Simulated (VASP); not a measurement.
The system is ScAl2Sb2As.

```xyz
6
Lattice="4.0580 0.0000 0.0000 0.0000 4.0580 0.0000 0.0000 0.0000 7.5715" Properties=species:S:1:pos:R:3 pbc="T T T"
Sc    0.0000    0.0000    3.7858
Al    0.0000    2.0290    3.7858
Al    2.0290    0.0000    3.7858
Sb    2.0290    2.0290    5.6692
Sb    2.0290    2.0290    1.9023
As    0.0000    0.0000    0.0000
```

- Program: VASP 6.6.1
- Task: relaxation of cell and atoms
- Functional: PBE
- Potentials or basis: VASP PAW PBE potentials, release 64 (Sc_sv, Al, Sb, As)
- Cutoff: 600 eV
- k mesh: 4 × 4 × 2
- Occupations: gaussian, width 0.1 eV
- Spin: no spin polarisation

At the start: pressure 27.9 GPa; volume 20.78 Å³/atom.

Question: How do energy, volume and symmetry change on relaxing?

Answer: Over 12 steps the energy falls by 1365.0 meV/atom and the volume is 28.20 Å³/atom (+35.7 %); space group P4/mmm (No. 123, to 0.05 Å).

Step by step:
| step | energy change (eV) | largest force (eV/Å) | pressure (GPa) | volume (Å³) |
| --- | --- | --- | --- | --- |
| 1 | 0.0000 | 1.8494 | 27.88 | 124.68 |
| 2 | -5.9265 | 0.3643 | -3.41 | 199.60 |
| 3 | -5.9306 | 0.3573 | -2.97 | 196.33 |
| 4 | -7.3499 | 0.3842 | -3.65 | 186.86 |
| 5 | -7.8951 | 0.7008 | 5.04 | 157.76 |
| 6 | -7.9848 | 1.3608 | -0.10 | 169.81 |
| 7 | -8.0450 | 1.3385 | -1.35 | 174.30 |
| 8 | -8.1632 | 0.1358 | 0.97 | 165.80 |
| 9 | -8.1662 | 0.3300 | 0.62 | 166.90 |
| 10 | -8.1879 | 0.0035 | -0.10 | 169.66 |
| 11 | -8.1881 | 0.0367 | -0.17 | 169.95 |
| 12 | -8.1900 | 0.0274 | -0.06 | 169.23 |

Final structure:
```
CELL_PARAMETERS angstrom
5.27729 0.00000 0.00000
0.00000 5.27729 0.00000
0.00000 0.00000 6.07646
ATOMIC_POSITIONS crystal
Sc 0.00000 0.00000 0.50000
Al 0.00000 0.50000 0.50000
Al 0.50000 0.00000 0.50000
Sb 0.50000 0.50000 0.77250
Sb 0.50000 0.50000 0.22750
As 0.00000 0.00000 0.00000
```

Caveat: the k points lie up to 0.52 Å⁻¹ apart in the final cell; the volume moved by over 15 % at a fixed basis, so the end points are rough.
